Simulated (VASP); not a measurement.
# TePb (NiAs type) (P6_3/mmc) in VASP: relaxation of cell and atoms with PBE

Aim: the relaxation of cell and atoms of TePb (NiAs type) with PBE.

Program: VASP 6.6.1. These are calculated values, not measurements. Logs are shortened: lines on timing, memory, paths and dates and some standing lists are left out, and cuts for length are marked.

## 1. The cell of the first run

It takes space group P6_3/mmc (No. 194, hexagonal). The conventional cell has a = 4.029 Å, b = 4.029 Å, c = 6.245 Å, α = 90.00°, β = 90.00°, γ = 120.00°. Pb (site symmetry -3m) has 6 Te at 2.80 Å and 2 Pb at 3.12 Å within 3.7 Å. Within 3.7 Å of Te (site symmetry -6m2) lie 6 Pb at 2.80 Å.

## 2. Relaxation of cell and atoms, PBE, target pressure 54 GPa, at which the enthalpy is minimised

The input, INCAR:

```
  ALGO = Normal
  EDIFF = 1E-6
  EDIFFG = -0.005
  ENCUT = 600
  GGA = PE
  IBRION = 2
  ISIF = 3
  ISMEAR = -1
  LASPH = True
  LCHARG = False
  LREAL = False
  LWAVE = False
  NELM = 80
  NSW = 60
  PREC = Accurate
  PSTRESS = 540.0
  SIGMA = 0.08
```

The input, KPOINTS:

```
k-points
0
Gamma
  10 10 6
```

The input, POSCAR:

```
TePb
1.0
    4.0291780862      0.0000000000      0.0000000000
   -2.0145890431      3.4893705791      0.0000000000
    0.0000000000      0.0000000000      6.2452260337
Pb Te
2 2
Direct
    0.0000000000      0.0000000000      0.0000000000
    0.0000000000      0.0000000000      0.5000000000
    0.3333333333      0.6666666667      0.2500000000
    0.6666666667      0.3333333333      0.7500000000
```

Potentials or basis: VASP PAW PBE potentials, release 64 (Pb_d, Te).

The run is started by

```sh
cat potpaw_PBE.64/Pb_d/POTCAR potpaw_PBE.64/Te/POTCAR > POTCAR
mpirun -np 1 vasp_std > vasp.out
```

OUTCAR:

```text
EDIFF = 1E-6
   EDIFFG = -0.005
   ENCUT = 600
   GGA = PE
   IBRION = 2
   ISIF = 3
   ISMEAR = -1
   LASPH = True
   LREAL = False
   NELM = 80
   NSW = 60
   PREC = Accurate
   PSTRESS = 540.0

 ion  position               nearest neighbor table
   1  0.000  0.000  0.000-   3 2.80   4 2.80   4 2.80   3 2.80   4 2.80   3 2.80   2 3.12   2 3.12

   2  0.000  0.000  0.500-   3 2.80   4 2.80   4 2.80   3 2.80   4 2.80   3 2.80   1 3.12   1 3.12

   3  0.333  0.667  0.250-   1 2.80   2 2.80   1 2.80   2 2.80   1 2.80   2 2.80
   4  0.667  0.333  0.750-   1 2.80   2 2.80   1 2.80   2 2.80   1 2.80   2 2.80

  LATTYP: Found a hexagonal cell.
 ALAT       =     4.0291780862
 C/A-ratio  =     1.5500000000

  Lattice vectors:

 A1 = (   4.0291780862,   0.0000000000,   0.0000000000)
 A2 = (  -2.0145890431,   3.4893705791,   0.0000000000)
 A3 = (   0.0000000000,   0.0000000000,   6.2452260337)

Analysis of symmetry for initial positions (statically):
=====================================================================
 Subroutine PRICEL returns:
 Original cell was already a primitive cell.

 Routine SETGRP: Setting up the symmetry group for a
 hexagonal supercell.

 Subroutine GETGRP returns: Found 24 space group operations
 (whereof 12 operations were pure point group operations)
 out of a pool of 24 trial point group operations.

The static configuration has the point symmetry D_3d.
 The point group associated with its full space group is D_6h.

Analysis of symmetry for dynamics (positions and initial velocities):
=====================================================================
 Subroutine PRICEL returns:
 Original cell was already a primitive cell.

 Routine SETGRP: Setting up the symmetry group for a
 hexagonal supercell.

 Subroutine GETGRP returns: Found 24 space group operations
 (whereof 12 operations were pure point group operations)
 out of a pool of 24 trial point group operations.

The dynamic configuration has the point symmetry D_3d.
 The point group associated with its full space group is D_6h.

 Subroutine INISYM returns: Found 24 space group operations
 (whereof 12 operations are pure point group operations),
 and found     1 'primitive' translations

----------------------------------------------------------------------------------------

                                     Primitive cell

  volume of cell :      87.8035

  direct lattice vectors                    reciprocal lattice vectors
     4.029178086  0.000000000  0.000000000     0.248189576  0.143292318  0.000000000
    -2.014589043  3.489370579  0.000000000     0.000000000  0.286584637  0.000000000
     0.000000000  0.000000000  6.245226034     0.000000000  0.000000000  0.160122307

  length of vectors
     4.029178086  4.029178086  6.245226034     0.286584637  0.286584637  0.160122307

  position of ions in fractional coordinates (direct lattice)
     0.000000000  0.000000000  0.000000000
     0.000000000  0.000000000  0.500000000
     0.333333333  0.666666667  0.250000000
     0.666666667  0.333333333  0.750000000

  ion indices of the primitive-cell ions
   primitive index   ion index
                 1           1
                 2           2
                 3           3
                 4           4

----------------------------------------------------------------------------------------

 KPOINTS: k-points

Automatic generation of k-mesh.
 Grid dimensions read from file:
 generate k-points for:   10   10    6

 Generating k-lattice:

  Cartesian coordinates                     Fractional coordinates (reciprocal lattice)
     0.024818958  0.014329232  0.000000000     0.100000000  0.000000000  0.000000000
     0.000000000  0.028658464  0.000000000     0.000000000  0.100000000  0.000000000
     0.000000000  0.000000000  0.026687051     0.000000000  0.000000000  0.166666667

  Length of vectors
     0.028658464  0.028658464  0.026687051

  Shift w.r.t. Gamma in fractional coordinates (k-lattice)
     0.000000000  0.000000000  0.000000000

 Subroutine IBZKPT returns following result:
 ===========================================

 Found     56 irreducible k-points:

 Following reciprocal coordinates:
            Coordinates               Weight
  0.000000  0.000000  0.000000      1.000000
  0.100000  0.000000  0.000000      6.000000
  0.200000  0.000000  0.000000      6.000000
  0.300000 -0.000000  0.000000      6.000000
  0.400000 -0.000000  0.000000      6.000000
  0.500000  0.000000  0.000000      3.000000
[... 16 lines left out ...]
  0.300000  0.100000  0.166667     24.000000
  0.400000  0.100000  0.166667     24.000000
 [... further k-points ...]
   k-points           NKPTS =     56   k-points in BZ     NKDIM =     56   number of bands    NBANDS=     24
   number of dos      NEDOS =    301   number of ions     NIONS =      4
   total plane-waves  NPLWV =  51200
   dimension x,y,z NGX =    32 NGY =   32 NGZ =   50
   dimension x,y,z NGXF=    64 NGYF=   64 NGZF=  100
   ions per type =               2   2
   NGX,Y,Z   is equivalent  to a cutoff of  13.20, 13.20, 13.31 a.u.
   NGXF,Y,Z  is equivalent  to a cutoff of  26.41, 26.41, 26.62 a.u.
 SYSTEM =  unknown system
   PREC   = accura    normal or accurate (medium, high low for compatibility)
   ISTART =      0    job   : 0-new  1-cont  2-samecut
   ICHARG =      2    charge: 1-file 2-atom 10-const
   ISPIN  =      1    spin polarized calculation?
   LNONCOLLINEAR =      F non collinear calculations
   LSORBIT =      F    spin-orbit coupling
   LASPH  =      T    aspherical Exc in radial PAW
   ENCUT  =  600.0 eV  44.10 Ry    6.64 a.u.   8.05  8.05 12.47*2*pi/ulx,y,z
   NELM   =     80;   NELMIN=  2; NELMDL= -5     # of ELM steps
   EDIFF  = 0.1E-05   stopping-criterion for ELM
   LREAL  =      F    real-space projection
   EDIFFG = -.5E-02   stopping-criterion for IOM
   NSW    =     60    number of steps for IOM
   IBRION =      2    ionic relax: 0-MD 1-quasi-New 2-CG
   NFREE  =      1    steps in history (QN), initial steepest desc. (CG)
   ISIF   =      3    stress and relaxation
   ISYM   =      2    0-nonsym 1-usesym 2-fastsym
   POTIM  = 0.5000    time-step for ionic-motion
   TEBEG  =    0.0;   TEEND  =   0.0 temperature during run
   PSTRESS=  540.0 pullay stress
   NELECT =      40.0000    total number of electrons
   NUPDOWN=      -1.0000    fix difference up-down
   EMIN   =  10.00;   EMAX   =-10.00  energy-range for DOS
   EFERMI =   0.00;   METHOD = LEGACY
   ISMEAR =    -1;   SIGMA  =   0.08  broadening in eV -4-tet -1-fermi 0-gaus
   EFERMI_NEDOS =   21; number of points for ismear=-14 and -15
   IALGO  =     38    algorithm
   IMIX   =      4    mixing-type and parameters
     AMIX     =   0.40;   BMIX     =  1.00
     AMIX_MAG =   1.60;   BMIX_MAG =  1.00
  volume/ion in A,a.u.               =      21.95       148.13
  Fermi-wavevector in a.u.,A,eV,Ry     =   1.259672  2.380436 21.589376  1.586774
  Thomas-Fermi vector in A             =   2.393220
   LORBIT       =      0    0 simple, 1 ext, 2 COOP (PROOUT), +10 PAW based schemes
   GGA     = PE    functional components
   LHFCALC =     F    Hartree Fock is set to
   AEXX    =    0.0000 exact exchange contribution
   IVDW    =     0    specifies the selected vdW correction
   LEPSILON=     F    determine dielectric tensor
   LRPA    =     F    only Hartree local field effects (RPA)
 conjugate gradient relaxation of ions
 non-spin polarized calculation
  energy-cutoff  :      600.00
  volume of cell :       87.80
 maximum number of plane-waves:      2982
   NGX = 17   NGY = 17   NGZ = 25

--------------------------------------- Ionic step        1  -------------------------------------------

 number of electron      40.0000007 magnetization

 Free energy of the ion-electron system (eV)
  ---------------------------------------------------
  ext. energy  EPLUGINS =         0.00000000
  ---------------------------------------------------
  free energy    TOTEN  =        -8.28050664 eV

  energy without entropy =       -8.25883069  energy(sigma->0) =       -8.26966866

------------------------ aborting loop because EDIFF is reached ----------------------------------------

  FORCE on cell =-STRESS in cart. coord.  units (eV):
  Direction    XX          YY          ZZ          XY          YZ          ZX
  --------------------------------------------------------------------------------------
  -------------------------------------------------------------------------------------
  Total       29.8109957     29.8109957     34.5862489      0.0000000      0.0000000      0.0000000
  in kB      543.9704957    543.9704958    631.1060229      0.0000000      0.0000000      0.0000000
  external PRESSURE =      33.0156715 kB  Pullay stress =     540.0000000 kB
[... 99 lines left out ...]
  FREE ENERGIE OF THE ION-ELECTRON SYSTEM (eV)
  ---------------------------------------------------
  free  energy   TOTEN  =        -9.3634943975 eV

  energy  without entropy=       -9.3427188189  energy(sigma->0) =       -9.35310661

  enthalpy is  TOTEN    =        21.2378168716 eV   P V=       30.6013112690

[... ionic steps 4 to 23 ...]

--------------------------------------- Ionic step       24  -------------------------------------------

 number of electron      40.0000040 magnetization

------------------------ aborting loop because EDIFF is reached ----------------------------------------

  FORCE on cell =-STRESS in cart. coord.  units (eV):
  Direction    XX          YY          ZZ          XY          YZ          ZX
  --------------------------------------------------------------------------------------
  -------------------------------------------------------------------------------------
  Total       26.8965163     26.8965163     26.9845515     -0.0000000     -0.0000000     -0.0000000
  in kB      542.4328738    542.4328746    544.2083157     -0.0000000     -0.0000000     -0.0000000
  external PRESSURE =       3.0246880 kB  Pullay stress =     540.0000000 kB
[... 65 lines left out ...]
  enthalpy is  TOTEN    =        18.5927248424 eV   P V=       26.7802742229

--------------------------------------- Ionic step       26  -------------------------------------------

 number of electron      40.0000043 magnetization

 Free energy of the ion-electron system (eV)
  ---------------------------------------------------
  ext. energy  EPLUGINS =         0.00000000
  ---------------------------------------------------
  free energy    TOTEN  =        -8.21333153 eV

  energy without entropy =       -8.17282976  energy(sigma->0) =       -8.19308064

 E-fermi :  13.4991     XC(G=0): -12.0629

 val. band max:       13.4921617495   @ k =   0.3000  -0.0000   0.1667
 cond. band min:      13.5065855402   @ k =   0.2000   0.1000   0.1667
 fundamental gap:      0.0144237907
 Fermi energy:        13.4991046232

 k-point     1 :       0.0000    0.0000    0.0000
  band No.  band energies     occupation
      1      -4.6412      2.00000
      2      -4.5688      2.00000
      3      -4.3136      2.00000
      4      -4.3136      2.00000
      5      -4.3122      2.00000
      6      -4.3122      2.00000
[... 637 lines left out ...]
     23      15.8183      0.00000
     24      16.3223      0.00000

 [... further k-points ...]

------------------------ aborting loop because EDIFF is reached ----------------------------------------

  FORCE on cell =-STRESS in cart. coord.  units (eV):
  Direction    XX          YY          ZZ          XY          YZ          ZX
  --------------------------------------------------------------------------------------
  -------------------------------------------------------------------------------------
  Total       26.8183148     26.8183148     26.8143638      0.0000000     -0.0000000     -0.0000000
  in kB      540.2483380    540.2483389    540.1687462      0.0000000     -0.0000000     -0.0000000
  external PRESSURE =       0.2218077 kB  Pullay stress =     540.0000000 kB
[... 19 lines left out ...]
  FREE ENERGIE OF THE ION-ELECTRON SYSTEM (eV)
  ---------------------------------------------------
  free  energy   TOTEN  =        -8.2133315281 eV

  energy  without entropy=       -8.1728297599  energy(sigma->0) =       -8.19308064

  enthalpy is  TOTEN    =        18.5926555749 eV   P V=       26.8059871030

 reached required accuracy - stopping structural energy minimisation
```

It took 12 min on 1 thread of Intel Xeon 6975P-C (Granite Rapids), shared host; peak memory 0.33 GiB.

What came out:

```yaml
Free_energy: -8.2133 eV
Relaxed_volume: 19.88 Å³/atom
Relaxed_cell: a = 3.009 Å, b = 3.009 Å, c = 10.143 Å, α = 90.00°, β = 90.00°, γ = 120.00°
Space_group_after_relaxing_to_0.1_Å: P6_3/mmc (No. 194)
Energy_change_on_relaxing_the_run_minimises_the_enthalpy: +16.8 meV/atom
Ionic_steps: 26
Pressure_after_relaxing: 54.0 GPa
Band_gap_on_the_k_mesh: zero (bands 20 and 21 overlap by 6.78 eV)
```

Step by step:
| step | energy change (eV) | largest force (eV/Å) | pressure (GPa) | volume (Å³) |
| --- | --- | --- | --- | --- |
| 1 | 0.0000 | 0.0000 | 57.30 | 87.80 |
| 2 | -1.9613 | 0.0000 | 42.84 | 93.58 |
| 3 | -1.0830 | 0.0000 | 49.33 | 90.79 |
| 4 | -1.1402 | 0.0000 | 49.30 | 90.61 |
| 5 | -1.2222 | 0.0000 | 49.37 | 89.58 |
| 6 | -0.8153 | 0.0000 | 49.83 | 85.57 |
| 7 | 3.5992 | 0.0000 | 87.94 | 71.42 |
| 8 | 0.8454 | 0.0000 | 61.13 | 78.10 |
| 9 | 2.2978 | 0.0000 | 74.98 | 74.08 |
| 10 | 2.7314 | 0.0000 | 79.22 | 73.10 |
| 11 | 3.1358 | 0.0000 | 83.36 | 72.27 |
| 12 | 3.0803 | 0.0000 | 82.92 | 72.37 |
| 13 | 3.0100 | 0.0000 | 82.25 | 72.56 |
| 14 | 2.9141 | 0.0000 | 81.34 | 72.75 |
| 15 | 2.6320 | 0.0000 | 78.64 | 73.30 |
| 16 | 2.0923 | 0.0000 | 73.48 | 74.43 |
| 17 | 1.1057 | 0.0000 | 64.00 | 76.72 |
| 18 | -0.5376 | 0.0000 | 48.20 | 81.43 |
| 19 | 0.0271 | 0.0000 | 53.64 | 79.65 |
| 20 | 0.0763 | 0.0000 | 54.13 | 79.51 |
| 21 | 0.0772 | 0.0000 | 54.14 | 79.51 |
| 22 | 0.0799 | 0.0000 | 54.16 | 79.50 |
| 23 | 0.0855 | 0.0000 | 54.20 | 79.48 |
| 24 | 0.0974 | 0.0000 | 54.30 | 79.44 |
| 25 | 0.0930 | 0.0000 | 54.28 | 79.46 |
| 26 | 0.0672 | 0.0000 | 54.02 | 79.53 |

Final structure:
```cif
data_structure
_symmetry_space_group_name_H-M 'P 1'
_symmetry_Int_Tables_number 1
_cell_length_a 3.0090
_cell_length_b 3.0090
_cell_length_c 10.1428
_cell_angle_alpha 90.000
_cell_angle_beta 90.000
_cell_angle_gamma 120.000
_cell_volume 79.53
loop_
_atom_site_label
_atom_site_type_symbol
_atom_site_fract_x
_atom_site_fract_y
_atom_site_fract_z
_atom_site_occupancy
Pb1 Pb 0.00000 0.00000 0.00000 1
Pb2 Pb 0.00000 0.00000 0.50000 1
Te1 Te 0.33333 0.66667 0.25000 1
Te2 Te 0.66667 0.33333 0.75000 1
```

Caveat: the cell is relaxed towards a set pressure, so the run minimises the enthalpy, not the energy; a cell axis changed by over 15 % at a fixed basis, so the end point is rough; spin-orbit coupling is left out, which moves the levels of the heavy elements.
